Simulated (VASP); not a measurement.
# LiH (Fm-3m) in VASP: notebook

Aim: see how the results for LiH move with the level of theory and the settings. Levels: PBEsol, PBEsol+D3(BJ). Tasks: single point.

All numbers are computed with VASP 6.6.1; they aren't measurements. Logs are shortened: lines on timing, memory, paths and dates and some standing lists are left out, and cuts for length are marked.

## Step 1: The cell of the first run

It takes space group Fm-3m (No. 225, cubic). Conventional cell: a = 4.006 Å, b = 4.006 Å, c = 4.006 Å, α = 90.00°, β = 90.00°, γ = 90.00°. Within 2.7 Å of Li (site symmetry m-3m) lie 6 H at 2.00 Å. Within 2.7 Å of H (site symmetry m-3m) lie 6 Li at 2.00 Å.

## Step 2: Single point, PBEsol

The input, INCAR:

```
PREC = Accurate
ENCUT = 750
EDIFF = 1E-6
ISMEAR = 0
SIGMA = 0.01
LREAL = F
LASPH = T
NELM = 120
ALGO = Normal
ISIF = 2
LWAVE = F
LCHARG = T
GGA = PS
LELF = T
LVHAR = T
NBANDS = 9
GGA_COMPAT = F
```

The input, KPOINTS:

```
Automatic mesh
0
Gamma
  8 8 8
```

The input, POSCAR:

```
LiH
1.0
    0.0000000000      2.0029948411      2.0029948411
    2.0029948411      0.0000000000      2.0029948411
    2.0029948411      2.0029948411      0.0000000000
Li H
1 1
Direct
    0.0000000000      0.0000000000      0.0000000000
    0.5000000000      0.5000000000      0.5000000000
```

Potentials or basis: VASP PAW PBE potentials, release 64 (Li_sv, H).

The run is started by

```bash
$ cat potpaw_PBE.64/Li_sv/POTCAR potpaw_PBE.64/H/POTCAR > POTCAR
$ mpirun -np 1 vasp_std > vasp.out
```

OUTCAR:

```text
PREC = Accurate
   ENCUT = 750
   EDIFF = 1E-6
   ISMEAR = 0
   LREAL = F
   LASPH = T
   NELM = 120
   ISIF = 2
   GGA = PS

 ion  position               nearest neighbor table
   1  0.000  0.000  0.000-
   2  0.500  0.500  0.500-

  LATTYP: Found a face centered cubic cell.
 ALAT       =     4.0059896822

  Lattice vectors:

 A1 = (   0.0000000000,   2.0029948411,   2.0029948411)
 A2 = (   2.0029948411,   0.0000000000,   2.0029948411)
 A3 = (   2.0029948411,   2.0029948411,   0.0000000000)

Analysis of symmetry for initial positions (statically):
=====================================================================
 Subroutine PRICEL returns:
 Original cell was already a primitive cell.

 Routine SETGRP: Setting up the symmetry group for a
 face centered cubic supercell.

 Subroutine GETGRP returns: Found 48 space group operations
 (whereof 48 operations were pure point group operations)
 out of a pool of 48 trial point group operations.

The static configuration has the point symmetry O_h .

Analysis of symmetry for dynamics (positions and initial velocities):
=====================================================================
 Subroutine PRICEL returns:
 Original cell was already a primitive cell.

 Routine SETGRP: Setting up the symmetry group for a
 face centered cubic supercell.

 Subroutine GETGRP returns: Found 48 space group operations
 (whereof 48 operations were pure point group operations)
 out of a pool of 48 trial point group operations.

The dynamic configuration has the point symmetry O_h .

 Subroutine INISYM returns: Found 48 space group operations
 (whereof 48 operations are pure point group operations),
 and found     1 'primitive' translations

----------------------------------------------------------------------------------------

                                     Primitive cell

  volume of cell :      16.0720

  direct lattice vectors                    reciprocal lattice vectors
     0.000000000  2.002994841  2.002994841    -0.249626205  0.249626205  0.249626205
     2.002994841  0.000000000  2.002994841     0.249626205 -0.249626205  0.249626205
     2.002994841  2.002994841  0.000000000     0.249626205  0.249626205 -0.249626205

  length of vectors
     2.832662470  2.832662470  2.832662470     0.432365269  0.432365269  0.432365269

  position of ions in fractional coordinates (direct lattice)
     0.000000000  0.000000000  0.000000000
     0.500000000  0.500000000  0.500000000

  ion indices of the primitive-cell ions
   primitive index   ion index
                 1           1
                 2           2

----------------------------------------------------------------------------------------

 KPOINTS: Automatic mesh

Automatic generation of k-mesh.
 Grid dimensions read from file:
 generate k-points for:    8    8    8

 Generating k-lattice:

  Cartesian coordinates                     Fractional coordinates (reciprocal lattice)
    -0.031203276  0.031203276  0.031203276     0.125000000  0.000000000  0.000000000
     0.031203276 -0.031203276  0.031203276     0.000000000  0.125000000  0.000000000
     0.031203276  0.031203276 -0.031203276     0.000000000  0.000000000  0.125000000

  Length of vectors
     0.054045659  0.054045659  0.054045659

  Shift w.r.t. Gamma in fractional coordinates (k-lattice)
     0.000000000  0.000000000  0.000000000

 Subroutine IBZKPT returns following result:
 ===========================================

 Found     29 irreducible k-points:

 Following reciprocal coordinates:
            Coordinates               Weight
  0.000000  0.000000  0.000000      1.000000
  0.125000  0.000000  0.000000      8.000000
  0.250000  0.000000  0.000000      8.000000
  0.375000  0.000000  0.000000      8.000000
  0.500000  0.000000  0.000000      4.000000
  0.125000  0.125000  0.000000      6.000000
[... 16 lines left out ...]
  0.500000  0.250000  0.125000     48.000000
 -0.375000  0.250000  0.125000     24.000000
 [... further k-points ...]
   k-points           NKPTS =     29   k-points in BZ     NKDIM =     29   number of bands    NBANDS=      9
   number of dos      NEDOS =    301   number of ions     NIONS =      2
   total plane-waves  NPLWV =  21952
   dimension x,y,z NGX =    28 NGY =   28 NGZ =   28
   dimension x,y,z NGXF=    56 NGYF=   56 NGZF=   56
   ions per type =               1   1
   NGX,Y,Z   is equivalent  to a cutoff of  16.43, 16.43, 16.43 a.u.
   NGXF,Y,Z  is equivalent  to a cutoff of  32.87, 32.87, 32.87 a.u.
 SYSTEM =  unknown system
   PREC   = accura    normal or accurate (medium, high low for compatibility)
   ISTART =      0    job   : 0-new  1-cont  2-samecut
   ICHARG =      2    charge: 1-file 2-atom 10-const
   ISPIN  =      1    spin polarized calculation?
   LNONCOLLINEAR =      F non collinear calculations
   LSORBIT =      F    spin-orbit coupling
   LASPH  =      T    aspherical Exc in radial PAW
   ENCUT  =  750.0 eV  55.12 Ry    7.42 a.u.   6.33  6.33  6.33*2*pi/ulx,y,z
   NELM   =    120;   NELMIN=  2; NELMDL= -5     # of ELM steps
   EDIFF  = 0.1E-05   stopping-criterion for ELM
   LREAL  =      F    real-space projection
   EDIFFG = 0.1E-04   stopping-criterion for IOM
   NSW    =      0    number of steps for IOM
   IBRION =     -1    ionic relax: 0-MD 1-quasi-New 2-CG
   NFREE  =      0    steps in history (QN), initial steepest desc. (CG)
   ISIF   =      2    stress and relaxation
   ISYM   =      2    0-nonsym 1-usesym 2-fastsym
   POTIM  = 0.5000    time-step for ionic-motion
   TEBEG  =    0.0;   TEEND  =   0.0 temperature during run
   PSTRESS=    0.0 pullay stress
   NELECT =       4.0000    total number of electrons
   NUPDOWN=      -1.0000    fix difference up-down
   EMIN   =  10.00;   EMAX   =-10.00  energy-range for DOS
   EFERMI =   0.00;   METHOD = LEGACY
   ISMEAR =     0;   SIGMA  =   0.01  broadening in eV -4-tet -1-fermi 0-gaus
   EFERMI_NEDOS =   21; number of points for ismear=-14 and -15
   IALGO  =     38    algorithm
   IMIX   =      4    mixing-type and parameters
     AMIX     =   0.40;   BMIX     =  1.00
     AMIX_MAG =   1.60;   BMIX_MAG =  1.00
  volume/ion in A,a.u.               =       8.04        54.23
  Fermi-wavevector in a.u.,A,eV,Ry     =   1.029765  1.945975 14.427849  1.060417
  Thomas-Fermi vector in A             =   2.163830
   LORBIT       =      0    0 simple, 1 ext, 2 COOP (PROOUT), +10 PAW based schemes
   GGA     = PS    functional components
   LHFCALC =     F    Hartree Fock is set to
   AEXX    =    0.0000 exact exchange contribution
   IVDW    =     0    specifies the selected vdW correction
   LEPSILON=     F    determine dielectric tensor
   LRPA    =     F    only Hartree local field effects (RPA)
 non-spin polarized calculation
 Gauss-broadening in eV      SIGMA  =   0.01
  energy-cutoff  :      750.00
  volume of cell :       16.07
 maximum number of plane-waves:       763
 NGX is ok and might be reduce to    28
   NGX = 13   NGY = 13   NGZ = 13

 number of electron       4.0000001 magnetization

 Free energy of the ion-electron system (eV)
  ---------------------------------------------------
  ext. energy  EPLUGINS =         0.00000000
  ---------------------------------------------------
  free energy    TOTEN  =        -6.12063118 eV

  energy without entropy =       -6.12063118  energy(sigma->0) =       -6.12063118

 E-fermi :   0.2972     XC(G=0):  -8.6182

 val. band max:        0.1625078683   @ k =   0.5000   0.5000   0.0000
 cond. band min:       2.9096714014   @ k =   0.5000   0.5000   0.0000
 fundamental gap:      2.7471635331
 Fermi energy:         0.2971961169

 k-point     1 :       0.0000    0.0000    0.0000
  band No.  band energies     occupation
      1     -43.5271      2.00000
      2      -5.3953      2.00000
      3      16.2767      0.00000
      4      17.9129      0.00000
      5      17.9129      0.00000
      6      17.9129      0.00000
      7      22.5270      0.00000
      8      22.5270      0.00000
      9      22.5270      0.00000

 k-point     2 :       0.1250    0.0000    0.0000
  band No.  band energies     occupation
      1     -43.5197      2.00000
      2      -5.1179      2.00000
      3      13.9372      0.00000
      4      16.6365      0.00000
      5      17.3460      0.00000
      6      17.3460      0.00000
      7      22.0735      0.00000
      8      23.7261      0.00000
      9      23.7261      0.00000

 k-point     3 :       0.2500    0.0000    0.0000
  band No.  band energies     occupation
      1     -43.5020      2.00000
      2      -4.3214      2.00000
      3       9.7206      0.00000
      4      15.1543      0.00000
      5      16.6358      0.00000
      6      16.6358      0.00000
      7      22.1518      0.00000
      8      22.1518      0.00000
      9      23.5375      0.00000

 k-point     4 :       0.3750    0.0000    0.0000
  band No.  band energies     occupation
      1     -43.4843      2.00000
      2      -3.2067      2.00000
      3       6.3051      0.00000
      4      14.1141      0.00000
      5      16.4125      0.00000
      6      16.4125      0.00000
      7      19.9692      0.00000
      8      19.9692      0.00000
      9      25.7716      0.00000

 k-point     5 :       0.5000    0.0000    0.0000
  band No.  band energies     occupation
      1     -43.4770      2.00000
      2      -2.5456      2.00000
      3       4.8563      0.00000
      4      13.7458      0.00000
      5      16.4795      0.00000
      6      16.4795      0.00000
      7      19.0791      0.00000
      8      19.0791      0.00000
      9      27.3022      0.00000

 k-point     6 :       0.1250    0.1250    0.0000
  band No.  band energies     occupation
      1     -43.5173      2.00000
      2      -5.0189      2.00000
      3      14.4217      0.00000
      4      15.6544      0.00000
      5      15.6544      0.00000
      6      18.7550      0.00000
      7      19.0983      0.00000
      8      24.7295      0.00000
      9      25.7231      0.00000
[... 169 lines left out ...]
 k-point    21 :       0.5000    0.5000    0.0000
  band No.  band energies     occupation
      1     -43.4619      2.00000
      2       0.1625      2.00000
      3       2.9097      0.00000
      4      10.7950      0.00000
      5      10.7950      0.00000
      6      13.8633      0.00000
      7      17.3339      0.00000
      8      34.7879      0.00000
      9      34.7888      0.00000

 k-point    22 :       0.3750    0.2500    0.1250
  band No.  band energies     occupation
      1     -43.4891      2.00000
      2      -3.5421      2.00000
      3       9.6275      0.00000
      4      10.2743      0.00000
      5      14.2319      0.00000
      6      17.6699      0.00000
      7      20.0621      0.00000
      8      23.8640      0.00000
      9      27.6708      0.00000

 k-point    23 :       0.5000    0.2500    0.1250
  band No.  band energies     occupation
      1     -43.4751      2.00000
      2      -2.3518      2.00000
      3       6.5258      0.00000
      4       9.1406      0.00000
      5      13.5433      0.00000
      6      16.8476      0.00000
      7      22.2830      0.00000
      8      24.3761      0.00000
      9      27.1399      0.00000

 k-point    24 :      -0.3750    0.2500    0.1250
  band No.  band energies     occupation
      1     -43.4692      2.00000
      2      -1.6149      2.00000
      3       5.0251      0.00000
      4       8.8519      0.00000
      5      13.2868      0.00000
      6      16.4440      0.00000
      7      23.0666      0.00000
      8      26.1342      0.00000
      9      27.3097      0.00000

 [... further k-points ...]
[... 5 lines left out ...]
  --------------------------------------------------------------------------------------
  -------------------------------------------------------------------------------------
  Total       -0.0790320     -0.0790320     -0.0790320      0.0000000      0.0000000      0.0000000
  in kB       -7.8785088     -7.8785088     -7.8785088      0.0000000      0.0000000      0.0000000
  external PRESSURE =      -7.8785088 kB  Pullay stress =       0.0000000 kB

 VOLUME and BASIS-vectors are now :
 -----------------------------------------------------------------------------
  energy-cutoff  :      750.00
  volume of cell :       16.07
      direct lattice vectors                 reciprocal lattice vectors
     0.000000000  2.002994841  2.002994841    -0.249626205  0.249626205  0.249626205
     2.002994841  0.000000000  2.002994841     0.249626205 -0.249626205  0.249626205
     2.002994841  2.002994841  0.000000000     0.249626205  0.249626205 -0.249626205

 POSITION                                       TOTAL-FORCE (eV/Angst)
 -----------------------------------------------------------------------------------
      0.00000      0.00000      0.00000        -0.000000     -0.000000     -0.000000
      2.00299      2.00299      2.00299         0.000000      0.000000      0.000000
 -----------------------------------------------------------------------------------
    total drift:                                0.000000      0.000000      0.000000

  FREE ENERGIE OF THE ION-ELECTRON SYSTEM (eV)
  ---------------------------------------------------
  free  energy   TOTEN  =        -6.1206311803 eV

  energy  without entropy=       -6.1206311803  energy(sigma->0) =       -6.12063118
```

Wall time 10 s (1 thread of Intel Xeon 8259CL, shared host); peak memory 0.15 GiB.

Results:

```
Free energy            : -6.1206 eV
Pressure               : -0.8 GPa
Band gap on the k mesh : 2.75 eV
```

Caveat: the PAW data sets were made with another functional, which shifts forces and pressure a little.

## Step 3: Single point, PBEsol+D3(BJ)

The input, INCAR:

```
ALGO = Normal
EDIFF = 1E-6
ENCUT = 750
GGA = PS
GGA_COMPAT = F
ISIF = 2
ISMEAR = 0
IVDW = 12
LASPH = T
LCHARG = F
LREAL = F
LWAVE = F
NBANDS = 9
NELM = 120
PREC = Accurate
SIGMA = 0.01
```

The input, KPOINTS:

```
k-points
0
Gamma
  8 8 8
```

POSCAR is that of step 2.

Potentials or basis: VASP PAW PBE potentials, release 64 (Li_sv, H).

The run is started by

```bash
$ cat potpaw_PBE.64/Li_sv/POTCAR potpaw_PBE.64/H/POTCAR > POTCAR
$ mpirun -np 1 vasp_std > vasp.out
```

OUTCAR:

```text
EDIFF = 1E-6
   ENCUT = 750
   GGA = PS
   ISIF = 2
   ISMEAR = 0
   IVDW = 12
   LASPH = T
   LREAL = F
   NELM = 120
   PREC = Accurate
 IVDW          = 12

 ion  position               nearest neighbor table
   1  0.000  0.000  0.000-
   2  0.500  0.500  0.500-

  LATTYP: Found a face centered cubic cell.
 ALAT       =     4.0059896822

  Lattice vectors:

 A1 = (   0.0000000000,   2.0029948411,   2.0029948411)
 A2 = (   2.0029948411,   0.0000000000,   2.0029948411)
 A3 = (   2.0029948411,   2.0029948411,   0.0000000000)

Analysis of symmetry for initial positions (statically):
=====================================================================
 Subroutine PRICEL returns:
 Original cell was already a primitive cell.

 Routine SETGRP: Setting up the symmetry group for a
 face centered cubic supercell.

 Subroutine GETGRP returns: Found 48 space group operations
 (whereof 48 operations were pure point group operations)
 out of a pool of 48 trial point group operations.

The static configuration has the point symmetry O_h .

Analysis of symmetry for dynamics (positions and initial velocities):
[... 166 lines left out ...]

 k-point     1 :       0.0000    0.0000    0.0000
  band No.  band energies     occupation
      1     -43.5271      2.00000
      2      -5.3953      2.00000
      3      16.2767      0.00000
      4      17.9129      0.00000
      5      17.9129      0.00000
      6      17.9129      0.00000
      7      22.5270      0.00000
      8      22.5270      0.00000
      9      22.5270      0.00000
[... 265 lines left out ...]
 k-point    24 :      -0.3750    0.2500    0.1250
  band No.  band energies     occupation
      1     -43.4692      2.00000
      2      -1.6149      2.00000
      3       5.0251      0.00000
      4       8.8519      0.00000
      5      13.2868      0.00000
      6      16.4440      0.00000
      7      23.0666      0.00000
      8      26.1342      0.00000
      9      27.3097      0.00000

 [... further k-points ...]

------------------------ aborting loop because EDIFF is reached ----------------------------------------

 Edisp (eV)   -0.27014

 E8    (eV) :    -0.1601

  FORCE on cell =-STRESS in cart. coord.  units (eV):
  Direction    XX          YY          ZZ          XY          YZ          ZX
  --------------------------------------------------------------------------------------
  -------------------------------------------------------------------------------------
  Total      -0.35521    -0.35521    -0.35521     0.00000     0.00000     0.00000
  in kB     -35.40980   -35.40980   -35.40980     0.00000     0.00000     0.00000
  external pressure =      -35.41 kB  Pullay stress =        0.00 kB

 VOLUME and BASIS-vectors are now :
 -----------------------------------------------------------------------------
  energy-cutoff  :      750.00
  volume of cell :       16.07
      direct lattice vectors                 reciprocal lattice vectors
     0.000000000  2.002994841  2.002994841    -0.249626205  0.249626205  0.249626205
     2.002994841  0.000000000  2.002994841     0.249626205 -0.249626205  0.249626205
     2.002994841  2.002994841  0.000000000     0.249626205  0.249626205 -0.249626205

 POSITION                                       TOTAL-FORCE (eV/Angst)
 -----------------------------------------------------------------------------------
      0.00000      0.00000      0.00000        -0.000000      0.000000     -0.000000
      2.00299      2.00299      2.00299         0.000000     -0.000000      0.000000
 -----------------------------------------------------------------------------------
    total drift:                                0.000000      0.000000      0.000000

  FREE ENERGIE OF THE ION-ELECTRON SYSTEM (eV)
  ---------------------------------------------------
  free  energy   TOTEN  =        -6.3907737274 eV

  energy  without entropy=       -6.3907737274  energy(sigma->0) =       -6.39077373
```

stdout:

```text
POSCAR found type information on POSCAR LiH
 POSCAR found :  2 types and       2 ions
 scaLAPACK will be used
 -----------------------------------------------------------------------------
|                                                                             |
|                                                                             |
|     You enforced a specific xc type in the INCAR file but a different       |
|     I HOPE YOU KNOW WHAT YOU ARE DOING!                                     |
|                                                                             |
 -----------------------------------------------------------------------------

 LDA part: xc-table for (Slater+PW92), standard interpolation
 POSCAR, INCAR and KPOINTS ok, starting setup
 FFT: planning ... GRIDC
 FFT: planning ... GRID_SOFT
 FFT: planning ... GRID
 WAVECAR not read
 entering main loop
```

Wall time 14 s (1 thread of Intel Xeon 8259CL, shared host); peak memory 0.16 GiB.

Results:

```
Free energy                : -6.3908 eV
Pressure                   : -3.5 GPa
Band gap on the k mesh     : 2.75 eV
Dispersion energy per atom : -0.135 eV
```

Caveat: the cell stands under tension; the PAW data sets were made with another functional, which shifts forces and pressure a little. A k mesh can miss the band edges.

(Continued in part 2 of 2.)
